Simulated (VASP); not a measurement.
A run of VASP 6.6.1 is set up as follows.

File INCAR:

```
ALGO = Normal
EDIFF = 1E-6
ENCUT = 750
GGA = PE
GGA_COMPAT = False
ISIF = 2
ISMEAR = 0
LASPH = True
LCHARG = True
LELF = True
LREAL = False
LVHAR = True
LWAVE = False
NBANDS = 13
NELM = 120
PREC = Accurate
SIGMA = 0.1
```

KPOINTS

```
k-points
0
Gamma
  6 6 6
```

POSCAR

```
Li2S
1.0
    0.0000000000      2.8351678400      2.8351678400
    2.8351678400      0.0000000000      2.8351678400
    2.8351678400      2.8351678400      0.0000000000
Li S
2 1
Direct
    0.7500000000      0.7500000000      0.7500000000
    0.2500000000      0.2500000000      0.2500000000
    0.0000000000      0.0000000000      0.0000000000
```

Potentials or basis: VASP PAW PBE potentials, release 64 (Li_sv, S).

The run is started by

```sh
$ cat potpaw_PBE.64/Li_sv/POTCAR potpaw_PBE.64/S/POTCAR > POTCAR
$ mpirun -np 1 vasp_std > vasp.out
```

**Question.** What does it give for the pressure?

**Answer.** 0.7 GPa.

**Question.** Predict the band gap on the k mesh.

**Answer.** 3.38 eV, indirect (least direct gap 4.34 eV).

A k mesh can miss the band edges.
